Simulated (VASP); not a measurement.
# Cr in VASP: further runs, part 2 of 2

VASP 6.6.1.

## 3. Single point, PBEsol

The input, INCAR:

```
SYSTEM = Cr
ALGO = Fast ; DIPOL = 0.5 0.5 0.500
EDIFF = 1E-6 ; ENCUT = 520
GGA = PS ; IDIPOL = 3
ISIF = 2 ; ISMEAR = 0
LASPH = .True. ; LCHARG = .False.
LDIPOL = .True. ; LREAL = .False.
LWAVE = .False. ; NBANDS = 45
NELM = 60 ; PREC = Accurate
SIGMA = 0.1
```

The input, KPOINTS:

```
k-points
0
Gamma
  15 15 1
  0 0 0
```

The input, POSCAR:

```
Cr
1.0
    2.5301037415      0.0000000000      0.0000000000
   -1.2650518707      2.1911341143      0.0000000000
    0.0000000000      0.0000000000     25.3291052715
Cr
6
Direct
    0.6666666667      0.3333333333      0.2957900836
    0.3333333333      0.6666666667      0.3783702886
    0.0000000000      0.0000000000      0.4598514727
    0.6666666667      0.3333333333      0.5401485592
    0.3333333333      0.6666666667      0.6216296861
    0.0000000000      0.0000000000      0.7042099098
```

Potentials or basis: VASP PAW PBE potentials, release 64 (Cr_pv).

Started as:

```console
$ cat potpaw_PBE.64/Cr_pv/POTCAR > POTCAR
$ mpirun -np 1 vasp_std > vasp.out
```

OUTCAR:

```text
SYSTEM = Cr
   EDIFF = 1E-6
   ENCUT = 520
   GGA = PS
   ISIF = 2
   ISMEAR = 0
   LASPH = .True.
   LREAL = .False.
   NELM = 60
   PREC = Accurate

 ion  position               nearest neighbor table
   1  0.667  0.333  0.296-   2 2.55   2 2.55   2 2.55
   2  0.333  0.667  0.378-   3 2.53   3 2.53   3 2.53   1 2.55   1 2.55   1 2.55
   3  0.000  0.000  0.460-   4 2.50   4 2.50   4 2.50   2 2.53   2 2.53   2 2.53
   4  0.667  0.333  0.540-   3 2.50   3 2.50   3 2.50   5 2.53   5 2.53   5 2.53
   5  0.333  0.667  0.622-   4 2.53   4 2.53   4 2.53   6 2.55   6 2.55   6 2.55
   6  0.000  0.000  0.704-   5 2.55   5 2.55   5 2.55

  LATTYP: Found a hexagonal cell.
 ALAT       =     2.5301037415
 C/A-ratio  =    10.0110935595

  Lattice vectors:

 A1 = (   2.5301037415,   0.0000000000,   0.0000000000)
 A2 = (  -1.2650518707,   2.1911341143,   0.0000000000)
 A3 = (   0.0000000000,   0.0000000000,  25.3291052715)

Analysis of symmetry for initial positions (statically):
=====================================================================
 Subroutine PRICEL returns:
 Original cell was already a primitive cell.

 Routine SETGRP: Setting up the symmetry group for a
 hexagonal supercell.

 Subroutine GETGRP returns: Found 12 space group operations
 (whereof  6 operations were pure point group operations)
 out of a pool of 24 trial point group operations.

The static configuration has the point symmetry C_3v.
 The point group associated with its full space group is D_3d.

Analysis of symmetry for dynamics (positions and initial velocities):
=====================================================================
 Subroutine PRICEL returns:
 Original cell was already a primitive cell.

 Routine SETGRP: Setting up the symmetry group for a
 hexagonal supercell.

 Subroutine GETGRP returns: Found 12 space group operations
 (whereof  6 operations were pure point group operations)
 out of a pool of 24 trial point group operations.

The dynamic configuration has the point symmetry C_3v.
 The point group associated with its full space group is D_3d.

 Subroutine INISYM returns: Found 12 space group operations
 (whereof  6 operations are pure point group operations),
 and found     1 'primitive' translations

----------------------------------------------------------------------------------------

                                     Primitive cell

  volume of cell :     140.4194

  direct lattice vectors                    reciprocal lattice vectors
     2.530103742  0.000000000  0.000000000     0.395240710  0.228192331  0.000000000
    -1.265051871  2.191134114  0.000000000     0.000000000  0.456384661  0.000000000
     0.000000000  0.000000000 25.329105272     0.000000000  0.000000000  0.039480273

  length of vectors
     2.530103742  2.530103741 25.329105272     0.456384661  0.456384661  0.039480273

  position of ions in fractional coordinates (direct lattice)
     0.666666667  0.333333333  0.295790084
     0.333333333  0.666666667  0.378370289
     0.000000000  0.000000000  0.459851473
     0.666666667  0.333333333  0.540148559
     0.333333333  0.666666667  0.621629686
[... 44 lines left out ...]
  0.333333 -0.000000  0.000000      6.000000
[... 16 lines left out ...]
  0.333333  0.200000  0.000000     12.000000
  0.400000  0.200000  0.000000      6.000000
 [... further k-points ...]
   k-points           NKPTS =     27   k-points in BZ     NKDIM =     27   number of bands    NBANDS=     45
   number of dos      NEDOS =    301   number of ions     NIONS =      6
   total plane-waves  NPLWV =  76800
   dimension x,y,z NGX =    20 NGY =   20 NGZ =  192
   dimension x,y,z NGXF=    40 NGYF=   40 NGZF=  384
   ions per type =               6
   NGX,Y,Z   is equivalent  to a cutoff of  13.14, 13.14, 12.60 a.u.
   NGXF,Y,Z  is equivalent  to a cutoff of  26.28, 26.28, 25.20 a.u.
 SYSTEM =  Cr
   PREC   = accura    normal or accurate (medium, high low for compatibility)
   ISTART =      0    job   : 0-new  1-cont  2-samecut
   ICHARG =      2    charge: 1-file 2-atom 10-const
   ISPIN  =      1    spin polarized calculation?
   LNONCOLLINEAR =      F non collinear calculations
   LSORBIT =      F    spin-orbit coupling
   LASPH  =      T    aspherical Exc in radial PAW
   ENCUT  =  520.0 eV  38.22 Ry    6.18 a.u.   4.70  4.70 47.10*2*pi/ulx,y,z
   NELM   =     60;   NELMIN=  2; NELMDL= -5     # of ELM steps
   EDIFF  = 0.1E-05   stopping-criterion for ELM
   LREAL  =      F    real-space projection
   EDIFFG = 0.1E-04   stopping-criterion for IOM
   NSW    =      0    number of steps for IOM
   IBRION =     -1    ionic relax: 0-MD 1-quasi-New 2-CG
   NFREE  =      0    steps in history (QN), initial steepest desc. (CG)
   ISIF   =      2    stress and relaxation
   ISYM   =      2    0-nonsym 1-usesym 2-fastsym
   POTIM  = 0.5000    time-step for ionic-motion
   TEBEG  =    0.0;   TEEND  =   0.0 temperature during run
   PSTRESS=    0.0 pullay stress
   NELECT =      72.0000    total number of electrons
   NUPDOWN=      -1.0000    fix difference up-down
   EMIN   =  10.00;   EMAX   =-10.00  energy-range for DOS
   EFERMI =   0.00;   METHOD = LEGACY
   ISMEAR =     0;   SIGMA  =   0.10  broadening in eV -4-tet -1-fermi 0-gaus
   EFERMI_NEDOS =   21; number of points for ismear=-14 and -15
   IALGO  =     68    algorithm
   IMIX   =      4    mixing-type and parameters
     AMIX     =   0.40;   BMIX     =  1.00
     AMIX_MAG =   1.60;   BMIX_MAG =  1.00
  volume/ion in A,a.u.               =      23.40       157.93
  Fermi-wavevector in a.u.,A,eV,Ry     =   1.310318  2.476141 23.360286  1.716933
  Thomas-Fermi vector in A             =   2.440856
   LORBIT       =      0    0 simple, 1 ext, 2 COOP (PROOUT), +10 PAW based schemes
   GGA     = PS    functional components
   LHFCALC =     F    Hartree Fock is set to
   AEXX    =    0.0000 exact exchange contribution
   IVDW    =     0    specifies the selected vdW correction
   LEPSILON=     F    determine dielectric tensor
   LRPA    =     F    only Hartree local field effects (RPA)
 non-spin polarized calculation
 RMM-DIIS sequential band-by-band and
 Gauss-broadening in eV      SIGMA  =   0.10
  energy-cutoff  :      520.00
  volume of cell :      140.42
 maximum number of plane-waves:      3803
 NGX is ok and might be reduce to    20
   NGX =  9   NGY =  9   NGZ = 95

 number of electron      71.9999976 magnetization

 dipolmoment           0.000000      0.000000      0.000006 electrons x Angstroem

 Free energy of the ion-electron system (eV)
  ---------------------------------------------------
  ext. energy  EPLUGINS =         0.00000000
  ---------------------------------------------------
  free energy    TOTEN  =       -56.90069145 eV

  energy without entropy =      -56.83948326  energy(sigma->0) =      -56.87008736

 E-fermi :   2.7137     XC(G=0):  -7.6386

 val. band max:        2.7058365112   @ k =   0.4667  -0.0000   0.0000
 cond. band min:       2.7312710319   @ k =   0.4667   0.0667   0.0000
 fundamental gap:      0.0254345207
 Fermi energy:         2.7137304167

 k-point     1 :       0.0000    0.0000    0.0000
  band No.  band energies     occupation
      1     -40.3568      2.00000
      2     -40.2451      2.00000
      3     -40.0493      2.00000
      4     -39.8463      2.00000
      5     -39.6763      2.00000
      6     -39.5636      2.00000
[... 1141 lines left out ...]
     44       4.6231      0.00000
     45       5.0854      0.00000

 [... further k-points ...]

------------------------ aborting loop because EDIFF is reached ----------------------------------------

 vacuum level on the upper side and lower side of the slab       (xc-potential included)        -0.199        -0.200

  FORCE on cell =-STRESS in cart. coord.  units (eV):
  Direction    XX          YY          ZZ          XY          YZ          ZX
  --------------------------------------------------------------------------------------
  -------------------------------------------------------------------------------------
  Total       -4.5028745     -4.5028745     -0.2857346     -0.0000000      0.0000000      0.0000000
  in kB      -51.3775379    -51.3775379     -3.2602158     -0.0000000      0.0000000      0.0000000
  external PRESSURE =     -35.3384306 kB  Pullay stress =       0.0000000 kB

 VOLUME and BASIS-vectors are now :
 -----------------------------------------------------------------------------
  energy-cutoff  :      520.00
  volume of cell :      140.42
      direct lattice vectors                 reciprocal lattice vectors
     2.530103742  0.000000000  0.000000000     0.395240710  0.228192331  0.000000000
    -1.265051871  2.191134114  0.000000000     0.000000000  0.456384661  0.000000000
     0.000000000  0.000000000 25.329105272     0.000000000  0.000000000  0.039480273

 POSITION                                       TOTAL-FORCE (eV/Angst)
 -----------------------------------------------------------------------------------
      1.26505      0.73038      7.49210        -0.000000     -0.000000      0.021814
     -0.00000      1.46076      9.58378         0.000000     -0.000000      0.006023
      0.00000      0.00000     11.64763         0.000000     -0.000000     -0.008103
      1.26505      0.73038     13.68148        -0.000000     -0.000000      0.008103
     -0.00000      1.46076     15.74532         0.000000      0.000000     -0.006023
      0.00000      0.00000     17.83701         0.000000     -0.000000     -0.021814
 -----------------------------------------------------------------------------------
    total drift:                               -0.000000      0.000000      0.001153

  FREE ENERGIE OF THE ION-ELECTRON SYSTEM (eV)
  ---------------------------------------------------
  free  energy   TOTEN  =       -56.9006914546 eV

  energy  without entropy=      -56.8394832568  energy(sigma->0) =      -56.87008736

 vacuum level on the upper side and lower side of the slab         7.733         7.732
```

It took 5.8 min on 1 thread of Intel Xeon Platinum 8375C at 2.90GHz (Ice Lake), shared host; peak memory 0.32 GiB.

Results:

```yaml
Free_energy: -56.9007 eV
Largest_force: 0.022 eV/Å
Band_gap_on_the_k_mesh: zero (band 36 reaches 3.36 eV, above the bottom of band 37 at 2.11 eV)
```

Forces in eV/Å, atoms in the order of the input:
```
Cr   0.000  0.000  0.022
Cr   0.000  0.000  0.006
Cr   0.000  0.000 -0.008
Cr   0.000  0.000  0.008
Cr   0.000  0.000 -0.006
Cr   0.000  0.000 -0.022
```

Caveat: the PAW data sets were made with another functional, which shifts forces and pressure a little; the run has no spin polarisation, though such a crystal can be magnetic. Spin polarisation is off, so any magnetic state and its effect on volume and gap are missing.
